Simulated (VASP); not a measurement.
# Mg (Fm-3m) in VASP: further runs, part 3 of 3

VASP 6.6.1. Earlier steps stand in the parts before.

### Step 4. Relaxation of cell and atoms, LDA

This run uses another cell than the first one, of 23.24 Å³/atom.

The input, INCAR:

```
PREC     = Accurate       # precision mode
ENCUT    = 600            # plane-wave cutoff, eV
EDIFF    = 1E-7           # SCF threshold, eV
ISMEAR   = -1             # smearing method
SIGMA    = 0.05           # smearing width, eV
LREAL    = False          # projectors in reciprocal space
LASPH    = True           # aspherical terms in the spheres
NELM     = 120            # most SCF steps
ALGO     = Normal         # electronic algorithm
ISIF     = 3              # what is computed and relaxed
LWAVE    = False          # write WAVECAR
LCHARG   = False          # write CHGCAR
IBRION   = 2              # ionic algorithm
NSW      = 80             # ionic steps
EDIFFG   = -0.02          # ionic threshold
GGA_COMPAT= False        
NELMIN   = 4
```

The input, KPOINTS:

```
regular mesh
0
Gamma
  9 9 9
```

The input, POSCAR:

```
Mg
1.0
    0.0000000000      2.2650000000      2.2650000000
    2.2650000000      0.0000000000      2.2650000000
    2.2650000000      2.2650000000      0.0000000000
Mg
1
Direct
    0.0000000000      0.0000000000      0.0000000000
```

Potentials or basis: VASP PAW LDA potentials, release 64 (Mg).

On the command line:

```
$ cat potpaw_LDA.64/Mg/POTCAR > POTCAR
$ mpirun -np 1 vasp_std > vasp.out
```

OUTCAR:

```text
PREC = Accurate
   ENCUT = 600
   EDIFF = 1E-7
   ISMEAR = -1
   LREAL = False
   LASPH = True
   NELM = 120
   ISIF = 3
   IBRION = 2
   NSW = 80
   EDIFFG = -0.02
   NELMIN = 4

 ion  position               nearest neighbor table
   1  0.000  0.000  0.000-

  LATTYP: Found a face centered cubic cell.
 ALAT       =     4.5300000000

  Lattice vectors:

 A1 = (   0.0000000000,   2.2650000000,   2.2650000000)
 A2 = (   2.2650000000,   0.0000000000,   2.2650000000)
 A3 = (   2.2650000000,   2.2650000000,   0.0000000000)

Analysis of symmetry for initial positions (statically):
=====================================================================
 Subroutine PRICEL returns:
 Original cell was already a primitive cell.

 Routine SETGRP: Setting up the symmetry group for a
 face centered cubic supercell.

 Subroutine GETGRP returns: Found 48 space group operations
 (whereof 48 operations were pure point group operations)
 out of a pool of 48 trial point group operations.

The static configuration has the point symmetry O_h .

Analysis of symmetry for dynamics (positions and initial velocities):
=====================================================================
 Subroutine PRICEL returns:
 Original cell was already a primitive cell.

 Routine SETGRP: Setting up the symmetry group for a
 face centered cubic supercell.

 Subroutine GETGRP returns: Found 48 space group operations
 (whereof 48 operations were pure point group operations)
 out of a pool of 48 trial point group operations.

The dynamic configuration has the point symmetry O_h .

 Subroutine INISYM returns: Found 48 space group operations
 (whereof 48 operations are pure point group operations),
 and found     1 'primitive' translations

----------------------------------------------------------------------------------------

                                     Primitive cell

  volume of cell :      23.2399

  direct lattice vectors                    reciprocal lattice vectors
     0.000000000  2.265000000  2.265000000    -0.220750552  0.220750552  0.220750552
     2.265000000  0.000000000  2.265000000     0.220750552 -0.220750552  0.220750552
     2.265000000  2.265000000  0.000000000     0.220750552  0.220750552 -0.220750552

  length of vectors
     3.203193719  3.203193719  3.203193719     0.382351172  0.382351172  0.382351172

  position of ions in fractional coordinates (direct lattice)
     0.000000000  0.000000000  0.000000000

  ion indices of the primitive-cell ions
   primitive index   ion index
                 1           1

----------------------------------------------------------------------------------------

 KPOINTS: regular mesh

Automatic generation of k-mesh.
 Grid dimensions read from file:
 generate k-points for:    9    9    9

 Generating k-lattice:

  Cartesian coordinates                     Fractional coordinates (reciprocal lattice)
    -0.024527839  0.024527839  0.024527839     0.111111111  0.000000000  0.000000000
     0.024527839 -0.024527839  0.024527839     0.000000000  0.111111111  0.000000000
     0.024527839  0.024527839 -0.024527839     0.000000000  0.000000000  0.111111111

  Length of vectors
     0.042483464  0.042483464  0.042483464

  Shift w.r.t. Gamma in fractional coordinates (k-lattice)
[... 36 lines left out ...]
   total plane-waves  NPLWV =  21952
   dimension x,y,z NGX =    28 NGY =   28 NGZ =   28
   dimension x,y,z NGXF=    56 NGYF=   56 NGZF=   56
   ions per type =               1
   NGX,Y,Z   is equivalent  to a cutoff of  14.53, 14.53, 14.53 a.u.
   NGXF,Y,Z  is equivalent  to a cutoff of  29.06, 29.06, 29.06 a.u.
 SYSTEM =  unknown system
   PREC   = accura    normal or accurate (medium, high low for compatibility)
   ISTART =      0    job   : 0-new  1-cont  2-samecut
   ICHARG =      2    charge: 1-file 2-atom 10-const
   ISPIN  =      1    spin polarized calculation?
   LNONCOLLINEAR =      F non collinear calculations
   LSORBIT =      F    spin-orbit coupling
   LASPH  =      T    aspherical Exc in radial PAW
   ENCUT  =  600.0 eV  44.10 Ry    6.64 a.u.   6.40  6.40  6.40*2*pi/ulx,y,z
   NELM   =    120;   NELMIN=  4; NELMDL= -5     # of ELM steps
   EDIFF  = 0.1E-06   stopping-criterion for ELM
   LREAL  =      F    real-space projection
   EDIFFG = -.2E-01   stopping-criterion for IOM
   NSW    =     80    number of steps for IOM
   IBRION =      2    ionic relax: 0-MD 1-quasi-New 2-CG
   NFREE  =      1    steps in history (QN), initial steepest desc. (CG)
   ISIF   =      3    stress and relaxation
   ISYM   =      2    0-nonsym 1-usesym 2-fastsym
   POTIM  = 0.5000    time-step for ionic-motion
   TEBEG  =    0.0;   TEEND  =   0.0 temperature during run
   PSTRESS=    0.0 pullay stress
   NELECT =       2.0000    total number of electrons
   NUPDOWN=      -1.0000    fix difference up-down
   EMIN   =  10.00;   EMAX   =-10.00  energy-range for DOS
   EFERMI =   0.00;   METHOD = LEGACY
   ISMEAR =    -1;   SIGMA  =   0.05  broadening in eV -4-tet -1-fermi 0-gaus
   EFERMI_NEDOS =   21; number of points for ismear=-14 and -15
   IALGO  =     38    algorithm
   IMIX   =      4    mixing-type and parameters
     AMIX     =   0.40;   BMIX     =  1.00
     AMIX_MAG =   1.60;   BMIX_MAG =  1.00
  volume/ion in A,a.u.               =      23.24       156.83
  Fermi-wavevector in a.u.,A,eV,Ry     =   0.722781  1.365858  7.107848  0.522412
  Thomas-Fermi vector in A             =   1.812831
   LORBIT       =      0    0 simple, 1 ext, 2 COOP (PROOUT), +10 PAW based schemes
   GGA     = CA    functional components
   LHFCALC =     F    Hartree Fock is set to
   AEXX    =    0.0000 exact exchange contribution
   IVDW    =     0    specifies the selected vdW correction
   LEPSILON=     F    determine dielectric tensor
   LRPA    =     F    only Hartree local field effects (RPA)
 conjugate gradient relaxation of ions
 non-spin polarized calculation
  energy-cutoff  :      600.00
  volume of cell :       23.24
 maximum number of plane-waves:       785
 NGX is ok and might be reduce to    28
   NGX = 13   NGY = 13   NGZ = 13

--------------------------------------- Ionic step        1  -------------------------------------------

 number of electron       2.0000000 magnetization

 Free energy of the ion-electron system (eV)
  ---------------------------------------------------
  ext. energy  EPLUGINS =         0.00000000
  ---------------------------------------------------
  free energy    TOTEN  =        -1.77904605 eV

  energy without entropy =       -1.77565181  energy(sigma->0) =       -1.77734893

------------------------ aborting loop because EDIFF is reached ----------------------------------------

  FORCE on cell =-STRESS in cart. coord.  units (eV):
  Direction    XX          YY          ZZ          XY          YZ          ZX
  --------------------------------------------------------------------------------------
  -------------------------------------------------------------------------------------
  Total       -0.3692622     -0.3692622     -0.3692622      0.0000000      0.0000000      0.0000000
  in kB      -25.4572134    -25.4572134    -25.4572134      0.0000000      0.0000000      0.0000000
  external PRESSURE =     -25.4572134 kB  Pullay stress =       0.0000000 kB
[... 57 lines left out ...]
--------------------------------------- Ionic step        3  -------------------------------------------

 number of electron       2.0000000 magnetization

 Free energy of the ion-electron system (eV)
  ---------------------------------------------------
  ext. energy  EPLUGINS =         0.00000000
  ---------------------------------------------------
  free energy    TOTEN  =        -1.79311788 eV

  energy without entropy =       -1.78933486  energy(sigma->0) =       -1.79122637

 E-fermi :   2.7335     XC(G=0):  -8.8795

 val. band max:        2.7206178472   @ k =  -0.4444   0.4444   0.0000
 cond. band min:       2.8569721814   @ k =  -0.3333   0.4444   0.2222
 fundamental gap:      0.1363543342
 Fermi energy:         2.7334610304

 k-point     1 :       0.0000    0.0000    0.0000
  band No.  band energies     occupation
      1      -4.3931      2.00000
      2      15.4622      0.00000
      3      15.4622      0.00000
      4      15.4622      0.00000
      5      17.5966      0.00000
[... 177 lines left out ...]
 k-point    24 :       0.4444    0.4444    0.0000
  band No.  band energies     occupation
      1       1.4713      2.00000
      2       4.8433      0.00000
      3       9.1080      0.00000
      4      10.0602      0.00000
      5      10.0602      0.00000

 [... further k-points ...]

------------------------ aborting loop because EDIFF is reached ----------------------------------------

  FORCE on cell =-STRESS in cart. coord.  units (eV):
  Direction    XX          YY          ZZ          XY          YZ          ZX
  --------------------------------------------------------------------------------------
  -------------------------------------------------------------------------------------
  Total       -0.0051499     -0.0051499     -0.0051499      0.0000000      0.0000000     -0.0000000
  in kB       -0.3820453     -0.3820453     -0.3820453      0.0000000      0.0000000     -0.0000000
  external PRESSURE =      -0.3820453 kB  Pullay stress =       0.0000000 kB
[... 16 lines left out ...]
  FREE ENERGIE OF THE ION-ELECTRON SYSTEM (eV)
  ---------------------------------------------------
  free  energy   TOTEN  =        -1.7931178778 eV

  energy  without entropy=       -1.7893348554  energy(sigma->0) =       -1.79122637

 reached required accuracy - stopping structural energy minimisation
```

It took 15 s on 1 thread of AMD EPYC 7R43 (Zen 3), shared host; peak memory 0.11 GiB.

What came out:

| Item | Value |
| --- | --- |
| Free energy | -1.7931 eV |
| Relaxed volume | 21.60 Å³/atom |
| Relaxed cell | a = 3.126 Å, b = 3.126 Å, c = 3.126 Å, α = 60.00°, β = 60.00°, γ = 60.00° |
| Space group after relaxing (to 0.1 Å) | Fm-3m (No. 225) |
| Energy gained by relaxing | 14.1 meV/atom |
| Ionic steps | 3 |
| Pressure after relaxing | 0.0 GPa |
| Band gap on the k mesh | zero (bands 1 and 2 overlap by 1.45 eV) |

Step by step:
```
step  energy change (eV)  largest force (eV/Å)  pressure (GPa)  volume (Å³)
   1              0.0000                0.0000           -2.55        23.24
   2             -0.0130                0.0000           -0.78        22.02
   3             -0.0141                0.0000           -0.04        21.60
```

Final structure:
```xyz
1
Lattice="0.0000 2.2103 2.2103 2.2103 0.0000 2.2103 2.2103 2.2103 0.0000" Properties=species:S:1:pos:R:3 pbc="T T T"
Mg    0.0000    0.0000    0.0000
```

Levels at points of the mesh, in eV from the Fermi level:
```
           k point  band 1  band 2  band 3  band 4  band 5
(0.00, 0.00, 0.00)   -7.13   12.73   12.73   12.73   14.86
```

### Step 5. The runs side by side

```tsv
task	cell	gap on the mesh (eV)	pressure (GPa)	relaxed volume (Å³/atom)
single point	a = 3.136 Å, angles 60.0°, 1 atom	none	-0.4	-
relaxation of cell and atoms	relaxed from a = 3.136 Å, angles 60.0°, 1 atom	none	-0.1	21.63
relaxation of cell and atoms	relaxed from a = 3.203 Å, angles 60.0°, 1 atom	none	0.0	21.60
```

Alike in all rows: level LDA; potentials or basis VASP PAW LDA potentials, release 64 (Mg); no spin polarisation; k mesh 9 × 9 × 9; cutoff (eV) 600; smearing fermi-dirac 0.05 eV.

Absolute energies hang on the potentials; compare differences alone.
